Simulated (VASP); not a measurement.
# Ge2Sb2Te5 (P-3m1) in VASP: single point with PBE+D3(BJ)

Aim: the single point of Ge2Sb2Te5 with PBE+D3(BJ).

All numbers are computed with VASP 6.6.1; they aren't measurements. Logs are shortened: lines on timing, memory, paths and dates and some standing lists are left out, and cuts for length are marked.

## Step 1: The cell of the first run

It takes space group P-3m1 (No. 164, trigonal). The conventional cell has a = 4.232 Å, b = 4.232 Å, c = 16.850 Å, α = 90.00°, β = 90.00°, γ = 120.00°. Within 3.9 Å of Te (site symmetry -3m) lie 6 Ge at 2.98 Å. Te (site symmetry 3m) has 3 Ge at 2.96 Å and 3 Sb at 3.16 Å within 3.9 Å. Within 3.9 Å of Te (site symmetry 3m) lie 3 Sb at 2.99 Å and 3 Te at 3.62 Å. Ge (site symmetry 3m) has 6 Te at 2.96 to 2.98 Å within 3.9 Å. Sb (site symmetry 3m) has 6 Te at 2.99 to 3.16 Å within 3.9 Å.

## Step 2: Single point, PBE+D3(BJ)

INCAR

```
SYSTEM = Ge2Sb2Te5
PREC = Accurate
ENCUT = 520
EDIFF = 1E-7
ISMEAR = 0
SIGMA = 0.03
LREAL = .FALSE.
LASPH = .TRUE.
NELM = 100
ALGO = Normal
ISIF = 2
LWAVE = .FALSE.
LCHARG = .FALSE.
GGA = PE
IVDW = 12
NBANDS = 44
```

KPOINTS

```
Automatic mesh
0
G
  10 10 2
  0 0 0
```

POSCAR

```
Ge2Sb2Te5
1.0
    4.2321801673      0.0000000000      0.0000000000
   -2.1160900837      3.6651755383      0.0000000000
    0.0000000000      0.0000000000     16.8501650582
Te Ge Sb
5 2 2
Direct
    0.0000000000      0.0000000000      0.0000000000
    0.6666666667      0.3333333333      0.1994053196
    0.3333333333      0.6666666667      0.4208870728
    0.6666666667      0.3333333333      0.5791129272
    0.3333333333      0.6666666667      0.8005946804
    0.3333333333      0.6666666667      0.1007749377
    0.6666666667      0.3333333333      0.8992250623
    0.0000000000      0.0000000000      0.3183118909
    0.0000000000      0.0000000000      0.6816881091
```

Potentials or basis: VASP PAW PBE potentials, release 64 (Te, Ge_d, Sb).

Launch:

```sh
cat potpaw_PBE.64/Te/POTCAR potpaw_PBE.64/Ge_d/POTCAR potpaw_PBE.64/Sb/POTCAR > POTCAR
mpirun -np 1 vasp_std > vasp.out
```

OUTCAR:

```text
SYSTEM = Ge2Sb2Te5
   PREC = Accurate
   ENCUT = 520
   EDIFF = 1E-7
   ISMEAR = 0
   LREAL = .FALSE.
   LASPH = .TRUE.
   NELM = 100
   ISIF = 2
   GGA = PE
   IVDW = 12
 IVDW          = 12

 ion  position               nearest neighbor table
   1  0.000  0.000  0.000-   6 2.98   7 2.98   7 2.98   6 2.98   7 2.98   6 2.98
   2  0.667  0.333  0.199-   6 2.96   6 2.96   6 2.96   8 3.16   8 3.16   8 3.16
   3  0.333  0.667  0.421-   8 2.99   8 2.99   8 2.99   4 3.62   4 3.62   4 3.62
   4  0.667  0.333  0.579-   9 2.99   9 2.99   9 2.99   3 3.62   3 3.62   3 3.62
   5  0.333  0.667  0.801-   7 2.96   7 2.96   7 2.96   9 3.16   9 3.16   9 3.16
   6  0.333  0.667  0.101-   2 2.96   2 2.96   2 2.96   1 2.98   1 2.98   1 2.98
   7  0.667  0.333  0.899-   5 2.96   5 2.96   5 2.96   1 2.98   1 2.98   1 2.98
   8  0.000  0.000  0.318-   3 2.99   3 2.99   3 2.99   2 3.16   2 3.16   2 3.16
   9  0.000  0.000  0.682-   4 2.99   4 2.99   4 2.99   5 3.16   5 3.16   5 3.16

  LATTYP: Found a hexagonal cell.
 ALAT       =     4.2321801673
 C/A-ratio  =     3.9814385003

  Lattice vectors:

 A1 = (   4.2321801673,   0.0000000000,   0.0000000000)
 A2 = (  -2.1160900837,   3.6651755383,   0.0000000000)
 A3 = (   0.0000000000,   0.0000000000,  16.8501650582)

Analysis of symmetry for initial positions (statically):
=====================================================================
 Subroutine PRICEL returns:
 Original cell was already a primitive cell.

 Routine SETGRP: Setting up the symmetry group for a
 hexagonal supercell.

 Subroutine GETGRP returns: Found 12 space group operations
 (whereof 12 operations were pure point group operations)
 out of a pool of 24 trial point group operations.

The static configuration has the point symmetry D_3d.

Analysis of symmetry for dynamics (positions and initial velocities):
=====================================================================
 Subroutine PRICEL returns:
 Original cell was already a primitive cell.

 Routine SETGRP: Setting up the symmetry group for a
 hexagonal supercell.

 Subroutine GETGRP returns: Found 12 space group operations
 (whereof 12 operations were pure point group operations)
 out of a pool of 24 trial point group operations.

The dynamic configuration has the point symmetry D_3d.

 Subroutine INISYM returns: Found 12 space group operations
 (whereof 12 operations are pure point group operations),
 and found     1 'primitive' translations

----------------------------------------------------------------------------------------

                                     Primitive cell

  volume of cell :     261.3744

  direct lattice vectors                    reciprocal lattice vectors
     4.232180167  0.000000000  0.000000000     0.236284837  0.136419114  0.000000000
    -2.116090084  3.665175538  0.000000000     0.000000000  0.272838228  0.000000000
     0.000000000  0.000000000 16.850165058     0.000000000  0.000000000  0.059346600

  length of vectors
     4.232180167  4.232180167 16.850165058     0.272838228  0.272838228  0.059346600

  position of ions in fractional coordinates (direct lattice)
     0.000000000  0.000000000  0.000000000
     0.666666667  0.333333333  0.199405320
     0.333333333  0.666666667  0.420887073
     0.666666667  0.333333333  0.579112927
     0.333333333  0.666666667  0.800594680
     0.333333333  0.666666667  0.100774938
     0.666666667  0.333333333  0.899225062
     0.000000000  0.000000000  0.318311891
     0.000000000  0.000000000  0.681688109

  ion indices of the primitive-cell ions
   primitive index   ion index
                 1           1
                 2           2
                 3           3
                 4           4
                 5           5
                 6           6
                 7           7
                 8           8
                 9           9

----------------------------------------------------------------------------------------

 KPOINTS: Automatic mesh

Automatic generation of k-mesh.
 Grid dimensions read from file:
 generate k-points for:   10   10    2

 Generating k-lattice:

  Cartesian coordinates                     Fractional coordinates (reciprocal lattice)
     0.023628484  0.013641911  0.000000000     0.100000000  0.000000000  0.000000000
     0.000000000  0.027283823  0.000000000     0.000000000  0.100000000  0.000000000
     0.000000000  0.000000000  0.029673300     0.000000000  0.000000000  0.500000000

  Length of vectors
     0.027283823  0.027283823  0.029673300

  Shift w.r.t. Gamma in fractional coordinates (k-lattice)
     0.000000000  0.000000000  0.000000000

 Subroutine IBZKPT returns following result:
 ===========================================

 Found     28 irreducible k-points:

 Following reciprocal coordinates:
            Coordinates               Weight
  0.000000  0.000000  0.000000      1.000000
  0.100000  0.000000  0.000000      6.000000
  0.200000  0.000000  0.000000      6.000000
  0.300000  0.000000  0.000000      6.000000
  0.400000  0.000000  0.000000      6.000000
  0.500000  0.000000  0.000000      3.000000
[... 16 lines left out ...]
  0.300000  0.100000  0.500000     12.000000
  0.400000  0.100000  0.500000     12.000000
 [... further k-points ...]
   k-points           NKPTS =     28   k-points in BZ     NKDIM =     28   number of bands    NBANDS=     44
   number of dos      NEDOS =    301   number of ions     NIONS =      9
   total plane-waves  NPLWV = 129024
   dimension x,y,z NGX =    32 NGY =   32 NGZ =  126
   dimension x,y,z NGXF=    64 NGYF=   64 NGZF=  252
   ions per type =               5   2   2
   NGX,Y,Z   is equivalent  to a cutoff of  12.57, 12.57, 12.43 a.u.
   NGXF,Y,Z  is equivalent  to a cutoff of  25.14, 25.14, 24.86 a.u.
 SYSTEM =  Ge2Sb2Te5
   PREC   = accura    normal or accurate (medium, high low for compatibility)
   ISTART =      0    job   : 0-new  1-cont  2-samecut
   ICHARG =      2    charge: 1-file 2-atom 10-const
   ISPIN  =      1    spin polarized calculation?
   LNONCOLLINEAR =      F non collinear calculations
   LSORBIT =      F    spin-orbit coupling
   LASPH  =      T    aspherical Exc in radial PAW
   ENCUT  =  520.0 eV  38.22 Ry    6.18 a.u.   7.87  7.87 31.33*2*pi/ulx,y,z
   NELM   =    100;   NELMIN=  2; NELMDL= -5     # of ELM steps
   EDIFF  = 0.1E-06   stopping-criterion for ELM
   LREAL  =      F    real-space projection
   EDIFFG = 0.1E-05   stopping-criterion for IOM
   NSW    =      0    number of steps for IOM
   IBRION =     -1    ionic relax: 0-MD 1-quasi-New 2-CG
   NFREE  =      0    steps in history (QN), initial steepest desc. (CG)
   ISIF   =      2    stress and relaxation
   ISYM   =      2    0-nonsym 1-usesym 2-fastsym
   POTIM  = 0.5000    time-step for ionic-motion
   TEBEG  =    0.0;   TEEND  =   0.0 temperature during run
   PSTRESS=    0.0 pullay stress
   NELECT =      68.0000    total number of electrons
   NUPDOWN=      -1.0000    fix difference up-down
   EMIN   =  10.00;   EMAX   =-10.00  energy-range for DOS
   EFERMI =   0.00;   METHOD = LEGACY
   ISMEAR =     0;   SIGMA  =   0.03  broadening in eV -4-tet -1-fermi 0-gaus
   EFERMI_NEDOS =   21; number of points for ismear=-14 and -15
   IALGO  =     38    algorithm
   IMIX   =      4    mixing-type and parameters
     AMIX     =   0.40;   BMIX     =  1.00
     AMIX_MAG =   1.60;   BMIX_MAG =  1.00
  volume/ion in A,a.u.               =      29.04       195.98
  Fermi-wavevector in a.u.,A,eV,Ry     =   1.045097  1.974948 14.860672  1.092229
  Thomas-Fermi vector in A             =   2.179878
   LORBIT       =      0    0 simple, 1 ext, 2 COOP (PROOUT), +10 PAW based schemes
   GGA     = PE    functional components
   LHFCALC =     F    Hartree Fock is set to
   AEXX    =    0.0000 exact exchange contribution
   IVDW    =    12    specifies the selected vdW correction
   LEPSILON=     F    determine dielectric tensor
   LRPA    =     F    only Hartree local field effects (RPA)
 non-spin polarized calculation
 Gauss-broadening in eV      SIGMA  =   0.03
  energy-cutoff  :      520.00
  volume of cell :      261.37
 maximum number of plane-waves:      7084
 NGX is ok and might be reduce to    32
   NGX = 15   NGY = 15   NGZ = 63

 number of electron      67.9999996 magnetization

 Free energy of the ion-electron system (eV)
  ---------------------------------------------------
  ext. energy  EPLUGINS =         0.00000000
  ---------------------------------------------------
  free energy    TOTEN  =       -33.87600720 eV

  energy without entropy =      -33.87599766  energy(sigma->0) =      -33.87600243

 E-fermi :   6.9130     XC(G=0):  -9.6228

 val. band max:        6.8618004084   @ k =   0.0000   0.0000   0.0000
 cond. band min:       6.9693977544   @ k =   0.0000   0.0000   0.0000
 fundamental gap:      0.1075973460
 Fermi energy:         6.9130248658

 k-point     1 :       0.0000    0.0000    0.0000
  band No.  band energies     occupation
      1     -18.2020      2.00000
      2     -18.2020      2.00000
      3     -18.2010      2.00000
      4     -18.2010      2.00000
      5     -18.1953      2.00000
      6     -18.1951      2.00000
[... 36 lines left out ...]
     43       8.4677      0.00000
     44       9.5369      0.00000

 k-point     2 :       0.1000    0.0000    0.0000
  band No.  band energies     occupation
      1     -18.2023      2.00000
      2     -18.2019      2.00000
      3     -18.2012      2.00000
      4     -18.2009      2.00000
      5     -18.1952      2.00000
      6     -18.1951      2.00000
[... 36 lines left out ...]
     43       8.8051      0.00000
     44       9.6715      0.00000

 k-point     3 :       0.2000    0.0000    0.0000
  band No.  band energies     occupation
      1     -18.2031      2.00000
      2     -18.2018      2.00000
      3     -18.2017      2.00000
      4     -18.2006      2.00000
      5     -18.1953      2.00000
      6     -18.1947      2.00000
[... 976 lines left out ...]
     43       9.9510      0.00000
     44      10.5237      0.00000

 k-point    24 :       0.4000    0.1000    0.5000
  band No.  band energies     occupation
      1     -18.2050      2.00000
      2     -18.2031      2.00000
      3     -18.2018      2.00000
      4     -18.2000      2.00000
      5     -18.1956      2.00000
      6     -18.1942      2.00000
[... 36 lines left out ...]
     43      10.2369      0.00000
     44      10.4950      0.00000

 [... further k-points ...]

------------------------ aborting loop because EDIFF is reached ----------------------------------------

 Edisp (eV)   -3.89232

 E8    (eV) :    -1.7869

  FORCE on cell =-STRESS in cart. coord.  units (eV):
  Direction    XX          YY          ZZ          XY          YZ          ZX
  --------------------------------------------------------------------------------------
  -------------------------------------------------------------------------------------
  Total      -0.01786    -0.01786     0.01746     0.00000    -0.00000     0.00000
  in kB      -0.10950    -0.10950     0.10700     0.00000    -0.00000     0.00000
  external pressure =       -0.04 kB  Pullay stress =        0.00 kB

 VOLUME and BASIS-vectors are now :
 -----------------------------------------------------------------------------
  energy-cutoff  :      520.00
  volume of cell :      261.37
      direct lattice vectors                 reciprocal lattice vectors
     4.232180167  0.000000000  0.000000000     0.236284837  0.136419114  0.000000000
    -2.116090084  3.665175538  0.000000000     0.000000000  0.272838228  0.000000000
     0.000000000  0.000000000 16.850165058     0.000000000  0.000000000  0.059346600

 POSITION                                       TOTAL-FORCE (eV/Angst)
 -----------------------------------------------------------------------------------
      0.00000      0.00000      0.00000        -0.000000      0.000000      0.000000
      2.11609      1.22173      3.36001        -0.000000      0.000000      0.009531
     -0.00000      2.44345      7.09202        -0.000000      0.000000      0.020183
      2.11609      1.22173      9.75815        -0.000000     -0.000000     -0.020183
     -0.00000      2.44345     13.49015         0.000000     -0.000000     -0.009531
     -0.00000      2.44345      1.69807         0.000000      0.000000      0.003654
      2.11609      1.22173     15.15209         0.000000     -0.000000     -0.003654
      0.00000      0.00000      5.36361        -0.000000      0.000000     -0.023573
      0.00000      0.00000     11.48656        -0.000000     -0.000000      0.023573
 -----------------------------------------------------------------------------------
    total drift:                               -0.000000      0.000000      0.000000

  FREE ENERGIE OF THE ION-ELECTRON SYSTEM (eV)
  ---------------------------------------------------
  free  energy   TOTEN  =       -37.7683249620 eV

  energy  without entropy=      -37.7683154222  energy(sigma->0) =      -37.76832019
```

Wall time 13 min (1 thread of AMD EPYC 7R43 (Zen 3), shared host); peak memory 0.49 GiB.

What came out:

- Free energy: -37.7683 eV
- Pressure: 0.0 GPa
- Largest force: 0.024 eV/Å
- Band gap on the k mesh: 0.11 eV
- Dispersion energy per atom: -0.432 eV

Forces on the atoms (eV/Å):
```
Te   0.000  0.000  0.000
Te   0.000  0.000  0.010
Te   0.000  0.000  0.020
Te   0.000  0.000 -0.020
Te   0.000  0.000 -0.010
Ge   0.000  0.000  0.004
Ge   0.000  0.000 -0.004
Sb   0.000  0.000 -0.024
Sb   0.000  0.000  0.024
```

Caveat: spin-orbit coupling is left out, which moves the levels of the heavy elements. A k mesh can miss the band edges.
